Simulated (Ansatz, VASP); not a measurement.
**Two plane-wave programs on La2AlF**

```xyz
4
Lattice="4.0077 0.0000 0.0000 -2.0039 3.4708 0.0000 0.0000 0.0000 6.1224" Properties=species:S:1:pos:R:3 pbc="T T T"
La    0.0000    2.3139    4.6019
La    2.0039    1.1569    1.5205
Al    0.0000    0.0000    0.0000
F     0.0000    0.0000    3.0612
```

Alike in both runs: task relaxation of cell and atoms; functional PBE; k mesh 6 × 6 × 4; occupations gaussian, width 0.1 eV; no spin polarisation.

```csv
,VASP,Ansatz
version,VASP 6.6.1,Ansatz 0.2.0
potentials or method,"VASP PAW PBE potentials, release 64 (La, Al, F_h), cutoff 910 eV","scalar-relativistic, plane waves, PAW"
valence electrons in the cell,32,32
```

|  | VASP | Ansatz | Ansatz less VASP |
| --- | --- | --- | --- |
| gap on the k mesh at the Fermi level, each at its own relaxed structure (eV) | none | none | - |
| relaxed volume (Å³/atom) | 23.90 | 24.48 | +0.582 |
| relaxed length of the cell vector where the two differ most in proportion (Å) | 7.446 | 7.963 | +0.5172 |

A gap of «none» marks a metal or a gap that the smearing closes. One of these differences is far larger than is usual between the two programs; its cause wasn't traced.

Neither program's run includes spin-orbit coupling. Noted on VASP's run: the cutoff is under 1.25 times that of the potentials, so the pressure is a little rough.
